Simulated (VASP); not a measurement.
# GdN (Fm-3m) in VASP: notebook

GdN is run at these levels: PBE; tasks: single point.

All numbers are computed with VASP 6.6.1; they aren't measurements. Logs are shortened: lines on timing, memory, paths and dates and some standing lists are left out, and cuts for length are marked.

### 1 The cell of the first run

The structure is cubic, space group Fm-3m (No. 225). The conventional cell has a = 4.984 Å, b = 4.984 Å, c = 4.984 Å, α = 90.00°, β = 90.00°, γ = 90.00°. Gd (site symmetry m-3m) has 6 N at 2.49 Å within 3.3 Å. N (site symmetry m-3m) has 6 Gd at 2.49 Å within 3.3 Å.

### 2 Single point, PBE, collinear spin, ferromagnetic start

INCAR

```
PREC = Accurate
ENCUT = 520
EDIFF = 1E-6
ISMEAR = 0
SIGMA = 0.1
LREAL = F
LASPH = T
NELM = 150
ALGO = Normal
ISIF = 2
LWAVE = F
LCHARG = F
ISPIN = 2
MAGMOM = 7.55 0
LORBIT = 11
LMAXMIX = 6
GGA = PE
NBANDS = 22
```

KPOINTS

```
regular mesh
0
Gamma
  12 12 12
```

POSCAR

```
GdN
1.0
    3.5245063086      0.0000000000      0.0000000000
   -1.7622531543      3.0523119990      0.0000000000
    1.7622531543      1.0174373330      2.8777473504
Gd N
1 1
Direct
    0.0000000000      0.5000000000      0.5000000000
    0.0000000000      0.0000000000      0.0000000000
```

Potentials or basis: VASP PAW PBE potentials, release 64 (Gd, N).

Launch:

```
cat potpaw_PBE.64/Gd/POTCAR potpaw_PBE.64/N/POTCAR > POTCAR
mpirun -np 1 vasp_std > vasp.out
```

OUTCAR:

```text
PREC = Accurate
   ENCUT = 520
   EDIFF = 1E-6
   ISMEAR = 0
   LREAL = F
   LASPH = T
   NELM = 150
   ISIF = 2
   ISPIN = 2
   LORBIT = 11
   GGA = PE

 ion  position               nearest neighbor table
   1  0.000  0.500  0.500-   2 2.49   2 2.49   2 2.49   2 2.49   2 2.49   2 2.49
   2  0.000  0.000  0.000-   1 2.49   1 2.49   1 2.49   1 2.49   1 2.49   1 2.49

  LATTYP: Found a face centered cubic cell.
 ALAT       =     4.9844046223

  Lattice vectors:

 A1 = (  -3.5245063086,  -0.0000000000,   0.0000000000)
 A2 = (  -1.7622531543,   1.0174373330,   2.8777473504)
 A3 = (  -1.7622531543,   3.0523119990,   0.0000000000)

Analysis of symmetry for initial positions (statically):
=====================================================================
 Subroutine PRICEL returns:
 Original cell was already a primitive cell.

 Routine SETGRP: Setting up the symmetry group for a
 face centered cubic supercell.

 Subroutine GETGRP returns: Found 48 space group operations
 (whereof 48 operations were pure point group operations)
 out of a pool of 48 trial point group operations.

The static configuration has the point symmetry O_h .

Analysis of symmetry for dynamics (positions and initial velocities):
=====================================================================
 Subroutine PRICEL returns:
 Original cell was already a primitive cell.

 Routine SETGRP: Setting up the symmetry group for a
 face centered cubic supercell.

 Subroutine GETGRP returns: Found 48 space group operations
 (whereof 48 operations were pure point group operations)
 out of a pool of 48 trial point group operations.

The dynamic configuration has the point symmetry O_h .

Analysis of structural, dynamic, and magnetic symmetry:
=====================================================================
 Subroutine PRICEL returns:
 Original cell was already a primitive cell.

 Routine SETGRP: Setting up the symmetry group for a
 face centered cubic supercell.

 Subroutine GETGRP returns: Found 48 space group operations
 (whereof 48 operations were pure point group operations)
 out of a pool of 48 trial point group operations.

The overall configuration has the point symmetry O_h .

 Subroutine INISYM returns: Found 48 space group operations
 (whereof 48 operations are pure point group operations),
 and found     1 'primitive' translations

----------------------------------------------------------------------------------------

                                     Primitive cell

  volume of cell :      30.9585

  direct lattice vectors                    reciprocal lattice vectors
     3.524506309  0.000000000  0.000000000     0.283727681  0.163810253 -0.231662681
    -1.762253154  3.052311999  0.000000000     0.000000000  0.327620505 -0.115831341
     1.762253154  1.017437333  2.877747350     0.000000000  0.000000000  0.347494022

  length of vectors
     3.524506309  3.524506309  3.524506309     0.401251534  0.347494022  0.347494022

  position of ions in fractional coordinates (direct lattice)
     0.000000000  0.500000000  0.500000000
     0.000000000  0.000000000  0.000000000

  ion indices of the primitive-cell ions
   primitive index   ion index
                 1           1
                 2           2

----------------------------------------------------------------------------------------

 KPOINTS: regular mesh

Automatic generation of k-mesh.
 Grid dimensions read from file:
 generate k-points for:   12   12   12

 Generating k-lattice:

  Cartesian coordinates                     Fractional coordinates (reciprocal lattice)
     0.023643973  0.013650854 -0.019305223     0.083333333  0.000000000  0.000000000
     0.000000000  0.027301709 -0.009652612     0.000000000  0.083333333  0.000000000
     0.000000000  0.000000000  0.028957835     0.000000000  0.000000000  0.083333333

  Length of vectors
     0.033437628  0.028957835  0.028957835

  Shift w.r.t. Gamma in fractional coordinates (k-lattice)
     0.000000000  0.000000000  0.000000000

 Subroutine IBZKPT returns following result:
 ===========================================

 Found     72 irreducible k-points:

 Following reciprocal coordinates:
            Coordinates               Weight
  0.000000  0.000000  0.000000      1.000000
  0.083333  0.000000  0.000000      6.000000
  0.166667  0.000000 -0.000000      6.000000
  0.250000  0.000000  0.000000      6.000000
  0.333333  0.000000  0.000000      6.000000
  0.416667  0.000000  0.000000      6.000000
[... 16 lines left out ...]
  0.166667  0.250000 -0.000000     24.000000
  0.250000  0.250000 -0.000000     24.000000
 [... further k-points ...]
   k-points           NKPTS =     72   k-points in BZ     NKDIM =     72   number of bands    NBANDS=     22
   number of dos      NEDOS =    301   number of ions     NIONS =      2
   total plane-waves  NPLWV =  21952
   dimension x,y,z NGX =    28 NGY =   28 NGZ =   28
   dimension x,y,z NGXF=    56 NGYF=   56 NGZF=   56
   ions per type =               1   1
   NGX,Y,Z   is equivalent  to a cutoff of  13.21, 13.21, 13.21 a.u.
   NGXF,Y,Z  is equivalent  to a cutoff of  26.41, 26.41, 26.41 a.u.
 SYSTEM =  unknown system
   PREC   = accura    normal or accurate (medium, high low for compatibility)
   ISTART =      0    job   : 0-new  1-cont  2-samecut
   ICHARG =      2    charge: 1-file 2-atom 10-const
   ISPIN  =      2    spin polarized calculation?
   LNONCOLLINEAR =      F non collinear calculations
   LSORBIT =      F    spin-orbit coupling
   LASPH  =      T    aspherical Exc in radial PAW
   ENCUT  =  520.0 eV  38.22 Ry    6.18 a.u.   6.55  6.55  6.55*2*pi/ulx,y,z
   NELM   =    150;   NELMIN=  2; NELMDL= -5     # of ELM steps
   EDIFF  = 0.1E-05   stopping-criterion for ELM
   LREAL  =      F    real-space projection
   EDIFFG = 0.1E-04   stopping-criterion for IOM
   NSW    =      0    number of steps for IOM
   IBRION =     -1    ionic relax: 0-MD 1-quasi-New 2-CG
   NFREE  =      0    steps in history (QN), initial steepest desc. (CG)
   ISIF   =      2    stress and relaxation
   ISYM   =      2    0-nonsym 1-usesym 2-fastsym
   POTIM  = 0.5000    time-step for ionic-motion
   TEBEG  =    0.0;   TEEND  =   0.0 temperature during run
   PSTRESS=    0.0 pullay stress
   NELECT =      23.0000    total number of electrons
   NUPDOWN=      -1.0000    fix difference up-down
   EMIN   =  10.00;   EMAX   =-10.00  energy-range for DOS
   EFERMI =   0.00;   METHOD = LEGACY
   ISMEAR =     0;   SIGMA  =   0.10  broadening in eV -4-tet -1-fermi 0-gaus
   EFERMI_NEDOS =   21; number of points for ismear=-14 and -15
   IALGO  =     38    algorithm
   IMIX   =      4    mixing-type and parameters
     AMIX     =   0.40;   BMIX     =  1.00
     AMIX_MAG =   1.60;   BMIX_MAG =  1.00
  volume/ion in A,a.u.               =      15.48       104.46
  Fermi-wavevector in a.u.,A,eV,Ry     =   1.482714  2.801924 29.911616  2.198442
  Thomas-Fermi vector in A             =   2.596466
   LORBIT       =     11    0 simple, 1 ext, 2 COOP (PROOUT), +10 PAW based schemes
   GGA     = PE    functional components
   LHFCALC =     F    Hartree Fock is set to
   AEXX    =    0.0000 exact exchange contribution
   IVDW    =     0    specifies the selected vdW correction
   LEPSILON=     F    determine dielectric tensor
   LRPA    =     F    only Hartree local field effects (RPA)
 spin polarized calculation
 Gauss-broadening in eV      SIGMA  =   0.10
  energy-cutoff  :      520.00
  volume of cell :       30.96
 maximum number of plane-waves:       869
 NGX is ok and might be reduce to    28
   NGX = 13   NGY = 13   NGZ = 13

 number of electron      23.0000006 magnetization       7.0000733

 Free energy of the ion-electron system (eV)
  ---------------------------------------------------
  ext. energy  EPLUGINS =         0.00000000
  ---------------------------------------------------
  free energy    TOTEN  =       -23.21655689 eV

  energy without entropy =      -23.21619024  energy(sigma->0) =      -23.21637356

 E-fermi :   3.9706     XC(G=0): -11.5827

 val. band max:        3.8679159384   @ k =   0.0000   0.0833  -0.0000
 cond. band min:       3.9747245906   @ k =   0.0833   0.0000   0.0000
 fundamental gap:      0.1068086522
 Fermi energy:         3.9705801735

 spin component 1

 k-point     1 :       0.0000    0.0000    0.0000
  band No.  band energies     occupation
      1     -39.8399      1.00000
      2     -16.8360      1.00000
      3     -16.8360      1.00000
      4     -16.8360      1.00000
      5      -9.1347      1.00000
      6       0.3117      1.00000
[... 14 lines left out ...]
     21       8.5465      0.00000
     22      14.5790      0.00000
[... 552 lines left out ...]
  band No.  band energies     occupation
      1     -39.7328      1.00000
      2     -17.7277      1.00000
      3     -17.2152      1.00000
      4     -17.0568      1.00000
      5      -8.0979      1.00000
      6       0.3416      1.00000
[... 14 lines left out ...]
     21      14.3894      0.00000
     22      15.7176      0.00000

 [... further k-points ...]

 spin component 2

 k-point     1 :       0.0000    0.0000    0.0000
  band No.  band energies     occupation
      1     -36.7419      1.00000
      2     -14.5895      1.00000
      3     -14.5895      1.00000
      4     -14.5895      1.00000
      5      -9.1264      1.00000
      6       3.0542      1.00000
[... 14 lines left out ...]
     21       9.5096      0.00000
     22      15.5286      0.00000
[... 552 lines left out ...]
  band No.  band energies     occupation
      1     -36.6033      1.00000
      2     -15.7522      1.00000
      3     -15.0627      1.00000
      4     -14.8579      1.00000
      5      -8.0271      1.00000
      6       1.2820      1.00000
[... 14 lines left out ...]
     21      15.3705      0.00000
     22      16.6671      0.00000

 [... further k-points ...]

------------------------ aborting loop because EDIFF is reached ----------------------------------------

  FORCE on cell =-STRESS in cart. coord.  units (eV):
  Direction    XX          YY          ZZ          XY          YZ          ZX
  --------------------------------------------------------------------------------------
  -------------------------------------------------------------------------------------
  Total       -0.0175737     -0.0175737     -0.0175737      0.0000000     -0.0000000     -0.0000000
  in kB       -0.9094793     -0.9094793     -0.9094793      0.0000000     -0.0000000     -0.0000000
  external PRESSURE =      -0.9094793 kB  Pullay stress =       0.0000000 kB

 VOLUME and BASIS-vectors are now :
 -----------------------------------------------------------------------------
  energy-cutoff  :      520.00
  volume of cell :       30.96
      direct lattice vectors                 reciprocal lattice vectors
     3.524506309  0.000000000  0.000000000     0.283727681  0.163810253 -0.231662681
    -1.762253154  3.052311999  0.000000000     0.000000000  0.327620505 -0.115831341
     1.762253154  1.017437333  2.877747350     0.000000000  0.000000000  0.347494022

 POSITION                                       TOTAL-FORCE (eV/Angst)
 -----------------------------------------------------------------------------------
      0.00000      2.03487      1.43887        -0.000000      0.000000      0.000000
      0.00000      0.00000      0.00000         0.000000     -0.000000      0.000000
 -----------------------------------------------------------------------------------
    total drift:                               -0.000000      0.000000      0.000000

  FREE ENERGIE OF THE ION-ELECTRON SYSTEM (eV)
  ---------------------------------------------------
  free  energy   TOTEN  =       -23.2165568861 eV

  energy  without entropy=      -23.2161902397  energy(sigma->0) =      -23.21637356

 total charge

# of ion       s       p       d       f       tot
--------------------------------------------------
    1        2.034   5.663   0.532   6.999  15.228
    2        1.250   2.384   0.000   0.000   3.633
--------------------------------------------------
tot          3.284   8.046   0.532   6.999  18.861

 magnetization (x)

# of ion       s       p       d       f       tot
--------------------------------------------------
    1       -0.005  -0.081   0.083   6.807   6.804
    2       -0.007  -0.078   0.000   0.000  -0.085
--------------------------------------------------
tot         -0.012  -0.159   0.083   6.807   6.719
```

It took 11 min on 1 thread of Intel Xeon 8259CL, shared host; peak memory 0.25 GiB.

Results:

```
Free energy                                           : -23.2166 eV
Pressure                                              : -0.1 GPa
Band gap on the k mesh                                : zero (filled and empty bands overlap)
Net moment                                            : 7.00 μB per cell
Site moments                                          : Gd +6.80; N -0.09 μB
Valence electrons inside the program's atomic spheres : Gd 15.23; N 3.63
```

Levels at points of the mesh, in eV from the Fermi level:
Spin up:
```
           k point  band 11  band 12  band 13  band 14  band 15  band 16  band 17  band 18  band 19  band 20
(0.00, 0.00, 0.00)    -3.25    -3.25     0.20     0.20     0.20     2.45     2.45     2.45     3.16     4.58
(0.50, 0.00, 0.00)    -3.32    -3.31    -1.51    -0.52    -0.24    -0.24     6.46     6.49     7.54     7.54
(0.00, 0.50, 0.00)    -3.28    -3.25    -3.24    -2.63    -2.63     5.05     5.82     5.82     6.59     9.90
```
Spin down:
```tsv
k point	band 5	band 6	band 7	band 8	band 9	band 10	band 11	band 12
(0.00, 0.00, 0.00)	-13.10	-0.92	-0.92	-0.92	1.65	2.19	2.19	2.19
(0.50, 0.00, 0.00)	-12.82	-1.17	-0.86	-0.86	0.19	1.93	1.99	2.04
(0.00, 0.50, 0.00)	-11.18	-4.14	-2.51	-2.51	1.78	1.88	1.88	2.12
```

Caveat: spin-orbit coupling is left out, which moves the levels of the heavy elements; a cell with one magnetic atom can't hold antiferromagnetic order, which such compounds often take; semilocal functionals describe open f shells poorly, which spoils levels, moments and volumes. The state reached can hang on the start; a lower one may exist.

### 3 Single point, PBE, collinear spin, ferromagnetic start

INCAR

```
SYSTEM = GdN
PREC     = Accurate       ! precision mode
ENCUT    = 520            ! plane-wave cutoff, eV
EDIFF    = 1E-6           ! SCF threshold, eV
ISMEAR   = 0              ! smearing method
SIGMA    = 0.1            ! smearing width, eV
LREAL    = .FALSE.        ! projectors in reciprocal space
LASPH    = .TRUE.         ! aspherical terms in the spheres
NELM     = 150            ! most SCF steps
ALGO     = Normal         ! electronic algorithm
ISIF     = 2              ! what is computed and relaxed
LWAVE    = .FALSE.        ! write WAVECAR
LCHARG   = .FALSE.        ! write CHGCAR
ISPIN    = 2              ! spin polarisation
MAGMOM   = 7.55 0         ! initial moments
LORBIT   = 11             ! projections on sites
LMAXMIX  = 6              ! l up to which the mixer works
GGA      = PE             ! functional
NBANDS   = 22             ! bands
```

KPOINTS

```
Automatic mesh
0
G
  14 14 14
  0 0 0
```

POSCAR

```
GdN
1.0
    0.0000000000      2.4922023111      2.4922023111
    2.4922023111      0.0000000000      2.4922023111
    2.4922023111      2.4922023111      0.0000000000
Gd N
1 1
Direct
    0.5000000000      0.5000000000      0.5000000000
    0.0000000000      0.0000000000      0.0000000000
```

Potentials or basis: VASP PAW PBE potentials, release 64 (Gd, N).

Launch:

```
cat potpaw_PBE.64/Gd/POTCAR potpaw_PBE.64/N/POTCAR > POTCAR
mpirun -np 1 vasp_std > vasp.out
```

It took 12 min on 1 thread of Intel Xeon 8259CL, shared host; peak memory 0.28 GiB.

Results (log left out):

```
Free energy                                           : -23.2168 eV
Pressure                                              : 0.2 GPa
Band gap on the k mesh                                : zero (filled and empty bands overlap)
Net moment                                            : 7.00 μB per cell
Site moments                                          : Gd +6.80; N -0.08 μB
Valence electrons inside the program's atomic spheres : Gd 15.23; N 3.62
```

Levels at points of the mesh, in eV from the Fermi level:
Spin up:
```
           k point  band 13  band 14  band 15  band 16  band 17  band 18
(0.00, 0.00, 0.00)     0.19     0.19     0.19     2.42     2.42     2.42
(0.50, 0.00, 0.00)    -3.28    -2.65    -2.65     5.03     5.79     5.79
(0.50, 0.50, 0.00)    -1.53    -0.55    -0.26    -0.26     6.43     6.47
```
Spin down:
| k point | band 4 | band 5 | band 6 | band 7 | band 8 | band 9 | band 10 | band 11 | band 12 | band 13 |
| --- | --- | --- | --- | --- | --- | --- | --- | --- | --- | --- |
| (0.00, 0.00, 0.00) | -18.59 | -13.10 | -0.93 | -0.93 | -0.93 | 1.61 | 2.15 | 2.15 | 2.15 | 2.79 |
| (0.50, 0.00, 0.00) | -18.70 | -11.18 | -4.16 | -2.52 | -2.52 | 1.75 | 1.85 | 1.85 | 2.08 | 2.08 |
| (0.50, 0.50, 0.00) | -19.02 | -12.82 | -1.18 | -0.87 | -0.87 | 0.16 | 1.90 | 1.96 | 2.00 | 2.00 |

Caveat: spin-orbit coupling is left out, which moves the levels of the heavy elements; a cell with one magnetic atom can't hold antiferromagnetic order, which such compounds often take; semilocal functionals describe open f shells poorly, which spoils levels, moments and volumes.

The gap in the log of VASP goes by the Fermi energy; the results here count the filled bands.